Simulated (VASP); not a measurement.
# Ta2Br in VASP: further runs

Runs on Ta2Br. Level: PBE. Tasks: single point.

Everything below comes from runs of VASP 6.6.1. Logs are shortened: lines on timing, memory, paths and dates and some standing lists are left out, and cuts for length are marked.

## (1) The cell of the first run

The typed cell holds 6 atoms: a = 5.519 Å, b = 5.519 Å, c = 5.519 Å, α = 105.11°, β = 105.11°, γ = 118.60°.

The cell was generated, and may not be a known phase.

## (2) Single point, PBE

The input, INCAR:

```
PREC = Accurate
ENCUT = 520
EDIFF = 1E-6
ISMEAR = 0
SIGMA = 0.1
LREAL = F
LASPH = T
NELM = 80
ALGO = Normal
ISIF = 2
LWAVE = F
LCHARG = F
GGA = PE
NBANDS = 38
```

The input, KPOINTS:

```
regular mesh
0
Gamma
  4 4 4
```

The input, POSCAR:

```
Ta2Br
1.0
   -3.3553639764      3.3553639764      2.8173208867
    3.3553639764     -3.3553639764      2.8173208867
    3.3553639764      3.3553639764     -2.8173208867
Ta Br
4 2
Direct
    0.0101808452      0.2600621295      0.2498812843
    0.0101808452      0.7602995609      0.7501187157
    0.5102995609      0.2601808452      0.2501187157
    0.0100621295      0.2601808452      0.7498812843
    0.3851886821      0.8851886821      0.5000000000
    0.6351886821      0.6351886821      0.0000000000
```

Potentials or basis: VASP PAW PBE potentials, release 64 (Ta_pv, Br).

Launch:

```sh
> cat potpaw_PBE.64/Ta_pv/POTCAR potpaw_PBE.64/Br/POTCAR > POTCAR
> mpirun -np 1 vasp_std > vasp.out
```

OUTCAR:

```text
PREC = Accurate
   ENCUT = 520
   EDIFF = 1E-6
   ISMEAR = 0
   LREAL = F
   LASPH = T
   NELM = 80
   ISIF = 2
   GGA = PE

 ion  position               nearest neighbor table
   1  0.010  0.260  0.250-   6 2.70   5 2.70   3 2.76   4 2.76   4 2.76   3 2.76   2 3.35   2 3.36

   2  0.010  0.760  0.750-   6 2.70   5 2.70   4 2.76   3 2.76   3 2.76   4 2.76   1 3.35   1 3.36

   3  0.510  0.260  0.250-   5 2.70   6 2.70   1 2.76   2 2.76   2 2.76   1 2.76   4 3.35   4 3.36

   4  0.010  0.260  0.750-   5 2.70   6 2.70   2 2.76   1 2.76   1 2.76   2 2.76   3 3.35   3 3.36

   5  0.385  0.885  0.500-   4 2.70   3 2.70   2 2.70   1 2.70
   6  0.635  0.635  0.000-   1 2.70   2 2.70   3 2.70   4 2.70

  LATTYP: Found a body centered tetragonal cell.
 ALAT       =     6.7107279528
 C/A-ratio  =     0.8396468778

  Lattice vectors:

 A1 = (  -3.3553639764,   3.3553639764,   2.8173208867)
 A2 = (   3.3553639764,  -3.3553639764,   2.8173208867)
 A3 = (   3.3553639764,   3.3553639764,  -2.8173208867)

Analysis of symmetry for initial positions (statically):
=====================================================================
 Subroutine PRICEL returns:
 Original cell was already a primitive cell.

 Routine SETGRP: Setting up the symmetry group for a
 body centered tetragonal supercell.

 Subroutine GETGRP returns: Found  8 space group operations
 (whereof  4 operations were pure point group operations)
 out of a pool of 16 trial point group operations.

The static configuration has the point symmetry C_2v.
 The point group associated with its full space group is C_4v.

Analysis of symmetry for dynamics (positions and initial velocities):
=====================================================================
 Subroutine PRICEL returns:
 Original cell was already a primitive cell.

 Routine SETGRP: Setting up the symmetry group for a
 body centered tetragonal supercell.

 Subroutine GETGRP returns: Found  8 space group operations
 (whereof  4 operations were pure point group operations)
 out of a pool of 16 trial point group operations.

The dynamic configuration has the point symmetry C_2v.
 The point group associated with its full space group is C_4v.

 Subroutine INISYM returns: Found  8 space group operations
 (whereof  4 operations are pure point group operations),
 and found     1 'primitive' translations

----------------------------------------------------------------------------------------

[... 91 lines left out ...]
   NSW    =      0    number of steps for IOM
   IBRION =     -1    ionic relax: 0-MD 1-quasi-New 2-CG
   NFREE  =      0    steps in history (QN), initial steepest desc. (CG)
   ISIF   =      2    stress and relaxation
   ISYM   =      2    0-nonsym 1-usesym 2-fastsym
   POTIM  = 0.5000    time-step for ionic-motion
   TEBEG  =    0.0;   TEEND  =   0.0 temperature during run
   PSTRESS=    0.0 pullay stress
   NELECT =      58.0000    total number of electrons
   NUPDOWN=      -1.0000    fix difference up-down
   EMIN   =  10.00;   EMAX   =-10.00  energy-range for DOS
   EFERMI =   0.00;   METHOD = LEGACY
   ISMEAR =     0;   SIGMA  =   0.10  broadening in eV -4-tet -1-fermi 0-gaus
   EFERMI_NEDOS =   21; number of points for ismear=-14 and -15
   IALGO  =     38    algorithm
   IMIX   =      4    mixing-type and parameters
     AMIX     =   0.40;   BMIX     =  1.00
     AMIX_MAG =   1.60;   BMIX_MAG =  1.00
  volume/ion in A,a.u.               =      21.15       142.70
  Fermi-wavevector in a.u.,A,eV,Ry     =   1.261127  2.383185 21.639282  1.590442
  Thomas-Fermi vector in A             =   2.394602
   LORBIT       =      0    0 simple, 1 ext, 2 COOP (PROOUT), +10 PAW based schemes
   GGA     = PE    functional components
   LHFCALC =     F    Hartree Fock is set to
   AEXX    =    0.0000 exact exchange contribution
   IVDW    =     0    specifies the selected vdW correction
   LEPSILON=     F    determine dielectric tensor
   LRPA    =     F    only Hartree local field effects (RPA)
 non-spin polarized calculation
 Gauss-broadening in eV      SIGMA  =   0.10
  energy-cutoff  :      520.00
  volume of cell :      126.87
 maximum number of plane-waves:      3435
 NGX is ok and might be reduce to    42
   NGX = 21   NGY = 21   NGZ = 21

 number of electron      57.9999992 magnetization

 Free energy of the ion-electron system (eV)
  ---------------------------------------------------
  ext. energy  EPLUGINS =         0.00000000
  ---------------------------------------------------
  free energy    TOTEN  =       -45.61350235 eV

  energy without entropy =      -45.57708016  energy(sigma->0) =      -45.59529126

 E-fermi :   5.4210     XC(G=0): -11.1917

 val. band max:        5.4097256031   @ k =   0.5000   0.5000   0.2500
 cond. band min:       5.4617802500   @ k =   0.5000   0.0000   0.0000
 fundamental gap:      0.0520546469
 Fermi energy:         5.4210442231

 k-point     1 :       0.0000    0.0000    0.0000
  band No.  band energies     occupation
      1     -29.6300      2.00000
      2     -29.4277      2.00000
      3     -29.4277      2.00000
      4     -29.4175      2.00000
      5     -29.3981      2.00000
      6     -29.2429      2.00000
[... 522 lines left out ...]
     37       6.7558      0.00000
     38       6.7558      0.00000

------------------------ aborting loop because EDIFF is reached ----------------------------------------

  FORCE on cell =-STRESS in cart. coord.  units (eV):
  Direction    XX          YY          ZZ          XY          YZ          ZX
  --------------------------------------------------------------------------------------
  -------------------------------------------------------------------------------------
  Total        0.1258935      0.1258935      0.1499357      0.0000000      0.0000000      0.0000000
  in kB        1.5897844      1.5897844      1.8933900      0.0000000      0.0000000      0.0000000
  external PRESSURE =       1.6909863 kB  Pullay stress =       0.0000000 kB

 VOLUME and BASIS-vectors are now :
 -----------------------------------------------------------------------------
  energy-cutoff  :      520.00
  volume of cell :      126.87
      direct lattice vectors                 reciprocal lattice vectors
    -3.355363976  3.355363976  2.817320887     0.000000000  0.149015130  0.177473572
     3.355363976 -3.355363976  2.817320887     0.149015130  0.000000000  0.177473572
     3.355363976  3.355363976 -2.817320887     0.149015130  0.149015130  0.000000000

 POSITION                                       TOTAL-FORCE (eV/Angst)
 -----------------------------------------------------------------------------------
      1.67689      0.00000      0.05737         0.001200      0.000000      0.001168
      5.03384     -0.00000      0.05737        -0.001200     -0.000000      0.001168
     -0.00000      1.67848      1.46603         0.000000     -0.001200      0.001168
      3.35536      1.67689     -1.35130         0.000000      0.001200      0.001168
      3.35536      0.00000      2.17040         0.000000     -0.000000     -0.002337
      0.00000      0.00000      3.57906         0.000000     -0.000000     -0.002337
 -----------------------------------------------------------------------------------
    total drift:                               -0.000000     -0.000000     -0.000765

  FREE ENERGIE OF THE ION-ELECTRON SYSTEM (eV)
  ---------------------------------------------------
  free  energy   TOTEN  =       -45.6135023498 eV

  energy  without entropy=      -45.5770801631  energy(sigma->0) =      -45.59529126
```

Wall time 1.9 min (1 thread of Intel Xeon 8259CL, shared host); peak memory 0.27 GiB.

What came out:

| Quantity | Value |
| --- | --- |
| Free energy | -45.6135 eV |
| Pressure | 0.2 GPa |
| Band gap on the k mesh | zero (bands 29 and 30 overlap by 1.33 eV) |

Forces on the atoms (eV/Å):
```
Ta   0.001  0.000  0.001
Ta  -0.001  0.000  0.001
Ta   0.000 -0.001  0.001
Ta   0.000  0.001  0.001
Br   0.000  0.000 -0.002
Br   0.000  0.000 -0.002
```

Caveat: the k points lie up to 0.36 Å⁻¹ apart, too coarse for converged energies and pressures of a metal; spin-orbit coupling is left out, which moves the levels of the heavy elements.

## (3) Single point, PBE

This run uses another cell than the first one, of 21.06 Å³/atom.

The input, INCAR:

```
SYSTEM = Ta2Br
ALGO     = Normal         ! electronic algorithm
EDIFF    = 1E-6           ! SCF threshold, eV
ENCUT    = 520            ! plane-wave cutoff, eV
GGA      = PE             ! functional
ISIF     = 2              ! what is computed and relaxed
ISMEAR   = 0              ! smearing method
LASPH    = .TRUE.         ! aspherical terms in the spheres
LCHARG   = .FALSE.        ! write CHGCAR
LREAL    = .FALSE.        ! projectors in reciprocal space
LWAVE    = .FALSE.        ! write WAVECAR
NBANDS   = 38             ! bands
NELM     = 80             ! most SCF steps
PREC     = Accurate       ! precision mode
SIGMA    = 0.1            ! smearing width, eV
```

The input, KPOINTS:

```
k-points
0
G
  10 10 10
  0 0 0
```

The input, POSCAR:

```
Ta2Br
1.0
   -3.3449729909      3.3449729909      2.8233332871
    3.3449729909     -3.3449729909      2.8233332871
    3.3449729909      3.3449729909     -2.8233332871
Ta Br
4 2
Direct
    0.8750000000      0.1250000000      0.2500000000
    0.8750000000      0.6250000000      0.7500000000
    0.3750000000      0.1250000000      0.2500000000
    0.8750000000      0.1250000000      0.7500000000
    0.2500000000      0.7500000000      0.5000000000
    0.5000000000      0.5000000000      0.0000000000
```

Potentials or basis: VASP PAW PBE potentials, release 64 (Ta_pv, Br).

Launch:

```sh
> cat potpaw_PBE.64/Ta_pv/POTCAR potpaw_PBE.64/Br/POTCAR > POTCAR
> mpirun -np 1 vasp_std > vasp.out
```

It took 14 min on 1 thread of Intel Xeon 8259CL, shared host; peak memory 0.52 GiB.

The run converged. Its results:

| Quantity | Value |
| --- | --- |
| Free energy | -45.7721 eV |
| Pressure | 0.1 GPa |
| Band gap on the k mesh | zero (bands 29 and 30 overlap by 1.36 eV) |

Levels at points of the mesh, in eV from the Fermi level:
```tsv
k point	band 25	band 26	band 27	band 28	band 29	band 30	band 31	band 32	band 33	band 34
(0.00, 0.00, 0.00)	-2.12	-2.00	-0.94	-0.94	0.87	0.90	1.04	1.36	2.57	2.57
(0.50, 0.00, 0.00)	-1.54	-1.25	-0.61	-0.44	-0.43	0.07	0.46	0.55	1.20	1.55
(0.50, 0.50, 0.00)	-0.94	-0.94	-0.64	-0.64	0.25	0.25	0.29	0.29	0.69	0.69
(0.50, 0.50, 0.50)	-0.37	-0.37	-0.36	-0.36	-0.29	-0.29	0.46	0.46	1.08	1.08
```

Caveat: spin-orbit coupling is left out, which moves the levels of the heavy elements.

The gap in the log of VASP goes by the Fermi energy; the results here count the filled bands.